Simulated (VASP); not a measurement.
# AlN (P6_3mc) in VASP: a series of runs

The runs below take AlN through single point, with PBE.

Everything below comes from runs of VASP 6.6.1. Logs are shortened: lines on timing, memory, paths and dates and some standing lists are left out, and cuts for length are marked.

## (1) The cell of the first run

The structure is hexagonal, space group P6_3mc (No. 186). The conventional cell has a = 3.224 Å, b = 3.224 Å, c = 4.928 Å, α = 90.00°, β = 90.00°, γ = 120.00°. Al (site symmetry 3m) has 4 N at 1.90 to 1.94 Å within 2.5 Å. Within 2.5 Å of N (site symmetry 3m) lie 4 Al at 1.90 to 1.94 Å.

## (2) Single point, PBE (biaxial strain in the a-b plane: +3.0 %)

The input, INCAR:

```
SYSTEM = AlN
PREC = Accurate ; ENCUT = 520
EDIFF = 1E-6 ; ISMEAR = 0
SIGMA = 0.02 ; LREAL = .FALSE.
LASPH = .TRUE. ; NELM = 100
ALGO = Normal ; ISIF = 2
LWAVE = .FALSE. ; LCHARG = .TRUE.
GGA = PE ; LELF = .TRUE.
LVHAR = .TRUE. ; NBANDS = 16
```

The input, KPOINTS:

```
regular mesh
0
G
  12 12 6
  0 0 0
```

The input, POSCAR:

```
AlN
1.0
    3.2241146726      0.0000000000      0.0000000000
   -1.6120573363      2.7921652112      0.0000000000
    0.0000000000      0.0000000000      4.9277185421
Al N
2 2
Direct
    0.6666666667      0.3333333333      0.4971905974
    0.3333333333      0.6666666667      0.9971905974
    0.6666666667      0.3333333333      0.8828094026
    0.3333333333      0.6666666667      0.3828094026
```

Potentials or basis: VASP PAW PBE potentials, release 64 (Al, N).

Started as:

```
> cat potpaw_PBE.64/Al/POTCAR potpaw_PBE.64/N/POTCAR > POTCAR
> mpirun -np 1 vasp_std > vasp.out
```

OUTCAR:

```text
SYSTEM = AlN
   PREC = Accurate
   ENCUT = 520
   EDIFF = 1E-6
   ISMEAR = 0
   LREAL = .FALSE.
   LASPH = .TRUE.
   NELM = 100
   ISIF = 2
   GGA = PE

 ion  position               nearest neighbor table
   1  0.667  0.333  0.497-   3 1.90   4 1.94   4 1.94   4 1.94   2 3.09   2 3.09   2 3.09   2 3.09
                             2 3.09   2 3.09
   2  0.333  0.667  0.997-   4 1.90   3 1.94   3 1.94   3 1.94   1 3.09   1 3.09   1 3.09   1 3.09
                             1 3.09   1 3.09
   3  0.667  0.333  0.883-   1 1.90   2 1.94   2 1.94   2 1.94
   4  0.333  0.667  0.383-   2 1.90   1 1.94   1 1.94   1 1.94

  LATTYP: Found a hexagonal cell.
 ALAT       =     3.2241146726
 C/A-ratio  =     1.5283943167

  Lattice vectors:

 A1 = (   3.2241146726,   0.0000000000,   0.0000000000)
 A2 = (  -1.6120573363,   2.7921652112,   0.0000000000)
 A3 = (   0.0000000000,   0.0000000000,   4.9277185421)

Analysis of symmetry for initial positions (statically):
=====================================================================
 Subroutine PRICEL returns:
 Original cell was already a primitive cell.

 Routine SETGRP: Setting up the symmetry group for a
 hexagonal supercell.

 Subroutine GETGRP returns: Found 12 space group operations
 (whereof  6 operations were pure point group operations)
 out of a pool of 24 trial point group operations.

The static configuration has the point symmetry C_3v.
 The point group associated with its full space group is C_6v.

Analysis of symmetry for dynamics (positions and initial velocities):
=====================================================================
 Subroutine PRICEL returns:
 Original cell was already a primitive cell.

 Routine SETGRP: Setting up the symmetry group for a
 hexagonal supercell.

 Subroutine GETGRP returns: Found 12 space group operations
 (whereof  6 operations were pure point group operations)
 out of a pool of 24 trial point group operations.

The dynamic configuration has the point symmetry C_3v.
 The point group associated with its full space group is C_6v.

 Subroutine INISYM returns: Found 12 space group operations
 (whereof  6 operations are pure point group operations),
 and found     1 'primitive' translations

----------------------------------------------------------------------------------------

                                     Primitive cell

  volume of cell :      44.3606

  direct lattice vectors                    reciprocal lattice vectors
     3.224114673  0.000000000  0.000000000     0.310162665  0.179072498  0.000000000
    -1.612057336  2.792165211  0.000000000     0.000000000  0.358144997  0.000000000
     0.000000000  0.000000000  4.927718542     0.000000000  0.000000000  0.202933668

  length of vectors
     3.224114673  3.224114673  4.927718542     0.358144997  0.358144997  0.202933668

  position of ions in fractional coordinates (direct lattice)
     0.666666667  0.333333333  0.497190597
     0.333333333  0.666666667  0.997190597
     0.666666667  0.333333333  0.882809403
     0.333333333  0.666666667  0.382809403

  ion indices of the primitive-cell ions
   primitive index   ion index
                 1           1
                 2           2
                 3           3
                 4           4

----------------------------------------------------------------------------------------

 KPOINTS: regular mesh

Automatic generation of k-mesh.
 Grid dimensions read from file:
 generate k-points for:   12   12    6

 Generating k-lattice:

  Cartesian coordinates                     Fractional coordinates (reciprocal lattice)
     0.025846889  0.014922708  0.000000000     0.083333333 -0.000000000  0.000000000
     0.000000000  0.029845416  0.000000000     0.000000000  0.083333333  0.000000000
     0.000000000  0.000000000  0.033822278     0.000000000  0.000000000  0.166666667

  Length of vectors
     0.029845416  0.029845416  0.033822278

  Shift w.r.t. Gamma in fractional coordinates (k-lattice)
     0.000000000  0.000000000  0.000000000

 Subroutine IBZKPT returns following result:
 ===========================================

 Found     76 irreducible k-points:

 Following reciprocal coordinates:
            Coordinates               Weight
  0.000000  0.000000  0.000000      1.000000
  0.083333  0.000000  0.000000      6.000000
  0.166667  0.000000  0.000000      6.000000
  0.250000  0.000000  0.000000      6.000000
  0.333333  0.000000  0.000000      6.000000
  0.416667 -0.000000  0.000000      6.000000
[... 16 lines left out ...]
  0.250000  0.000000  0.166667     12.000000
  0.333333  0.000000  0.166667     12.000000
 [... further k-points ...]
   k-points           NKPTS =     76   k-points in BZ     NKDIM =     76   number of bands    NBANDS=     16
   number of dos      NEDOS =    301   number of ions     NIONS =      4
   total plane-waves  NPLWV =  23040
   dimension x,y,z NGX =    24 NGY =   24 NGZ =   40
   dimension x,y,z NGXF=    48 NGYF=   48 NGZF=   80
   ions per type =               2   2
   NGX,Y,Z   is equivalent  to a cutoff of  12.38, 12.38, 13.49 a.u.
   NGXF,Y,Z  is equivalent  to a cutoff of  24.75, 24.75, 26.99 a.u.
 SYSTEM =  AlN
   PREC   = accura    normal or accurate (medium, high low for compatibility)
   ISTART =      0    job   : 0-new  1-cont  2-samecut
   ICHARG =      2    charge: 1-file 2-atom 10-const
   ISPIN  =      1    spin polarized calculation?
   LNONCOLLINEAR =      F non collinear calculations
   LSORBIT =      F    spin-orbit coupling
   LASPH  =      T    aspherical Exc in radial PAW
   ENCUT  =  520.0 eV  38.22 Ry    6.18 a.u.   5.99  5.99  9.16*2*pi/ulx,y,z
   NELM   =    100;   NELMIN=  2; NELMDL= -5     # of ELM steps
   EDIFF  = 0.1E-05   stopping-criterion for ELM
   LREAL  =      F    real-space projection
   EDIFFG = 0.1E-04   stopping-criterion for IOM
   NSW    =      0    number of steps for IOM
   IBRION =     -1    ionic relax: 0-MD 1-quasi-New 2-CG
   NFREE  =      0    steps in history (QN), initial steepest desc. (CG)
   ISIF   =      2    stress and relaxation
   ISYM   =      2    0-nonsym 1-usesym 2-fastsym
   POTIM  = 0.5000    time-step for ionic-motion
   TEBEG  =    0.0;   TEEND  =   0.0 temperature during run
   PSTRESS=    0.0 pullay stress
   NELECT =      16.0000    total number of electrons
   NUPDOWN=      -1.0000    fix difference up-down
   EMIN   =  10.00;   EMAX   =-10.00  energy-range for DOS
   EFERMI =   0.00;   METHOD = LEGACY
   ISMEAR =     0;   SIGMA  =   0.02  broadening in eV -4-tet -1-fermi 0-gaus
   EFERMI_NEDOS =   21; number of points for ismear=-14 and -15
   IALGO  =     38    algorithm
   IMIX   =      4    mixing-type and parameters
     AMIX     =   0.40;   BMIX     =  1.00
     AMIX_MAG =   1.60;   BMIX_MAG =  1.00
  volume/ion in A,a.u.               =      11.09        74.84
  Fermi-wavevector in a.u.,A,eV,Ry     =   1.165330  2.202155 18.476636  1.357994
  Thomas-Fermi vector in A             =   2.301857
   LORBIT       =      0    0 simple, 1 ext, 2 COOP (PROOUT), +10 PAW based schemes
   GGA     = PE    functional components
   LHFCALC =     F    Hartree Fock is set to
   AEXX    =    0.0000 exact exchange contribution
   IVDW    =     0    specifies the selected vdW correction
   LEPSILON=     F    determine dielectric tensor
   LRPA    =     F    only Hartree local field effects (RPA)
 non-spin polarized calculation
 Gauss-broadening in eV      SIGMA  =   0.02
  energy-cutoff  :      520.00
  volume of cell :       44.36
 maximum number of plane-waves:      1215
 NGX is ok and might be reduce to    24
   NGX = 11   NGY = 11   NGZ = 19

 number of electron      16.0000005 magnetization

 Free energy of the ion-electron system (eV)
  ---------------------------------------------------
  ext. energy  EPLUGINS =         0.00000000
  ---------------------------------------------------
  free energy    TOTEN  =       -29.67379337 eV

  energy without entropy =      -29.67379337  energy(sigma->0) =      -29.67379337

 E-fermi :   5.9405     XC(G=0): -10.6494

 val. band max:        5.7704943446   @ k =   0.0000   0.0000   0.0000
 cond. band min:       9.2865275231   @ k =   0.0000   0.0000   0.0000
 fundamental gap:      3.5160331784
 Fermi energy:         5.9405047047

 k-point     1 :       0.0000    0.0000    0.0000
  band No.  band energies     occupation
      1      -9.2482      2.00000
      2      -7.0961      2.00000
      3       0.0053      2.00000
      4       4.5636      2.00000
      5       4.5636      2.00000
      6       5.3340      2.00000
[... 8 lines left out ...]
     15      17.9311      0.00000
     16      19.0674      0.00000

 k-point     2 :       0.0833    0.0000    0.0000
  band No.  band energies     occupation
      1      -9.1691      2.00000
      2      -7.0578      2.00000
      3       0.1010      2.00000
      4       4.1804      2.00000
      5       4.4531      2.00000
      6       4.9271      2.00000
[... 8 lines left out ...]
     15      18.0391      0.00000
     16      18.3591      0.00000

 k-point     3 :       0.1667    0.0000    0.0000
  band No.  band energies     occupation
      1      -8.9386      2.00000
      2      -6.9554      2.00000
      3       0.3830      2.00000
      4       3.2536      2.00000
      5       4.0981      2.00000
      6       4.1919      2.00000
[... 8 lines left out ...]
     15      17.5280      0.00000
     16      17.8185      0.00000

 k-point     4 :       0.2500    0.0000    0.0000
  band No.  band energies     occupation
      1      -8.5806      2.00000
      2      -6.8277      2.00000
      3       0.8334      2.00000
      4       2.1838      2.00000
      5       3.2174      2.00000
      6       3.8915      2.00000
[... 8 lines left out ...]
     15      17.3139      0.00000
     16      18.0162      0.00000
[... 324 lines left out ...]
 k-point    22 :       0.1667    0.0000    0.1667
  band No.  band energies     occupation
      1      -8.8364      2.00000
      2      -7.1367      2.00000
      3       0.6531      2.00000
      4       3.3467      2.00000
      5       3.8618      2.00000
      6       4.2558      2.00000
[... 8 lines left out ...]
     15      17.5069      0.00000
     16      17.8359      0.00000

 k-point    23 :       0.2500    0.0000    0.1667
  band No.  band energies     occupation
      1      -8.4859      2.00000
      2      -6.9777      2.00000
      3       0.9123      2.00000
      4       2.3918      2.00000
      5       3.0351      2.00000
      6       3.9646      2.00000
[... 8 lines left out ...]
     15      17.4692      0.00000
     16      18.1318      0.00000

 k-point    24 :       0.3333    0.0000    0.1667
  band No.  band energies     occupation
      1      -8.0604      2.00000
      2      -6.8459      2.00000
      3       0.8363      2.00000
      4       1.8417      2.00000
      5       2.4683      2.00000
      6       3.7104      2.00000
[... 8 lines left out ...]
     15      17.5506      0.00000
     16      19.0091      0.00000

 [... further k-points ...]
[... 5 lines left out ...]
  --------------------------------------------------------------------------------------
  -------------------------------------------------------------------------------------
  Total       -3.4910554     -3.4910554      0.5108250      0.0000000      0.0000000     -0.0000000
  in kB     -126.0868628   -126.0868628     18.4495287      0.0000000      0.0000000     -0.0000000
  external PRESSURE =     -77.9080657 kB  Pullay stress =       0.0000000 kB

 VOLUME and BASIS-vectors are now :
 -----------------------------------------------------------------------------
  energy-cutoff  :      520.00
  volume of cell :       44.36
      direct lattice vectors                 reciprocal lattice vectors
     3.224114673  0.000000000  0.000000000     0.310162665  0.179072498  0.000000000
    -1.612057336  2.792165211  0.000000000     0.000000000  0.358144997  0.000000000
     0.000000000  0.000000000  4.927718542     0.000000000  0.000000000  0.202933668

 POSITION                                       TOTAL-FORCE (eV/Angst)
 -----------------------------------------------------------------------------------
      1.61206      0.93072      2.45002        -0.000000      0.000000     -0.237050
     -0.00000      1.86144      4.91387         0.000000      0.000000     -0.237050
      1.61206      0.93072      4.35024        -0.000000      0.000000      0.237050
     -0.00000      1.86144      1.88638        -0.000000     -0.000000      0.237050
 -----------------------------------------------------------------------------------
    total drift:                               -0.000000      0.000000     -0.000553

  FREE ENERGIE OF THE ION-ELECTRON SYSTEM (eV)
  ---------------------------------------------------
  free  energy   TOTEN  =       -29.6737933687 eV

  energy  without entropy=      -29.6737933687  energy(sigma->0) =      -29.67379337
```

Run time: 24 s. Hardware: 1 thread of Intel Xeon Platinum 8559C (Emerald Rapids), shared host; peak memory 0.18 GiB.

What came out:

```yaml
Free_energy: -29.6738 eV
Pressure: -7.8 GPa
Largest_force: 0.237 eV/Å
Band_gap_on_the_k_mesh: 3.52 eV, direct
```

Forces on the atoms (eV/Å):
```
Al   0.000  0.000 -0.237
Al   0.000  0.000 -0.237
N    0.000  0.000  0.237
N    0.000  0.000  0.237
```

Levels at points of the mesh, in eV from the valence-band top:
```csv
k point,band 6,band 7,band 8,band 9,band 10,band 11
"(0.00, 0.00, 0.00)",-0.44,-0.44,0.00,3.52,5.56,10.12
"(0.50, 0.00, 0.00)",-2.37,-1.83,-0.82,5.20,5.80,7.49
"(0.00, 0.00, 0.50)",-0.83,-0.83,-0.83,5.63,5.63,9.86
"(0.50, 0.00, 0.50)",-1.69,-1.34,-1.34,5.05,5.05,8.78
```

Caveat: the cell differs from its parent crystal (biaxial strain in the a-b plane: +3.0 %).

## (3) Single point, PBE (biaxial strain in the a-b plane: +4.5 %, then relaxed in part)

The input, INCAR:

```
PREC = Accurate
ENCUT = 520
EDIFF = 1E-6
ISMEAR = 0
SIGMA = 0.02
LREAL = False
LASPH = True
NELM = 100
ALGO = Normal
ISIF = 2
LWAVE = False
LCHARG = False
GGA = PE
NBANDS = 16
```

The input, KPOINTS:

```
regular mesh
0
Gamma
  12 12 6
```

The input, POSCAR:

```
AlN
1.0
    3.2710677989      0.0000000000      0.0000000000
   -1.6355338995      2.8328278114      0.0000000000
    0.0000000000      0.0000000000      4.8736875875
Al N
2 2
Direct
    0.6666666667      0.3333333333      0.4927377468
    0.3333333333      0.6666666667      0.9927377468
    0.6666666667      0.3333333333      0.8872622532
    0.3333333333      0.6666666667      0.3872622532
```

Potentials or basis: VASP PAW PBE potentials, release 64 (Al, N).

Started as:

```
> cat potpaw_PBE.64/Al/POTCAR potpaw_PBE.64/N/POTCAR > POTCAR
> mpirun -np 1 vasp_std > vasp.out
```

Run time: 24 s. Hardware: 1 thread of Intel Xeon Platinum 8559C (Emerald Rapids), shared host; peak memory 0.18 GiB.

The run converged. Its results:

* Free energy: -29.5623 eV
* Pressure: -11.2 GPa
* Band gap on the k mesh: 3.17 eV, direct

Stress tensor (GPa, compression positive):
```
-16.77   0.00   0.00
  0.00 -16.77   0.00
  0.00   0.00  -0.12
```

Levels at points of the mesh, in eV from the valence-band top:
```
           k point  band 4  band 5  band 6  band 7  band 8  band 9  band 10  band 11  band 12  band 13
(0.00, 0.00, 0.00)   -1.50   -1.50   -0.66   -0.66    0.00    3.17     5.04     9.59     9.59    10.12
(0.50, 0.00, 0.00)   -4.13   -3.47   -2.64   -1.91   -0.99    4.85     5.76     7.18     9.30     9.98
(0.00, 0.00, 0.50)   -3.24   -1.10   -1.10   -1.10   -1.10    5.28     5.28     9.63     9.63     9.91
(0.50, 0.00, 0.50)   -5.72   -1.92   -1.92   -1.38   -1.38    4.88     4.88     8.49     8.49    10.72
```

Caveat: the cell differs from its parent crystal (biaxial strain in the a-b plane: +4.5 %, then relaxed in part).

[end of part 1 of 2]
